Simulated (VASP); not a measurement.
A run of VASP 6.6.1:

POSCAR

```
BN
1.0
    0.0000000000      1.8080000000      1.8080000000
    1.8080000000      0.0000000000      1.8080000000
    1.8080000000      1.8080000000      0.0000000000
B N
1 1
Direct
    0.0000000000      0.0000000000      0.0000000000
    0.2500000000      0.2500000000      0.2500000000
```

File INCAR.step1:

```
  ALGO = Normal
  EDIFF = 1E-5
  ENCUT = 660
  GGA = PE
  GGA_COMPAT = False
  ISMEAR = 0
  LASPH = True
  LCHARG = False
  LREAL = False
  LWAVE = True
  NBANDS = 11
  NELM = 120
  PREC = Accurate
  SIGMA = 0.1
```

The input INCAR.step2:

```
  ALGO = Normal
  EDIFF = 1E-6
  ENCUT = 660
  GGA_COMPAT = False
  ISIF = 2
  ISMEAR = 0
  ISTART = 1
  LASPH = True
  LCHARG = False
  LMIXTAU = True
  LREAL = False
  LWAVE = False
  METAGGA = R2SCAN
  NBANDS = 11
  NELM = 120
  PREC = Accurate
  SIGMA = 0.1
```

File KPOINTS:

```
k-points
0
Gamma
  8 8 8
```

Potentials or basis: VASP PAW PBE potentials, release 64 (B, N).

Run with:

```bash
$ cat potpaw_PBE.64/B/POTCAR potpaw_PBE.64/N/POTCAR > POTCAR
$ cp INCAR.step1 INCAR
$ mpirun -np 1 vasp_std > vasp.out
$ cp INCAR.step2 INCAR
$ mpirun -np 1 vasp_std > vasp.out
```

Hardware: 1 thread of AMD EPYC 7R13 Processor (Zen 3), on a shared host.

**Question.** Estimate the wall time of this run.

**Answer.** Wall time 22 s on 1 thread of AMD EPYC 7R13 Processor (Zen 3), on a shared host, peak memory 0.1 GiB. Counts: k points 29.
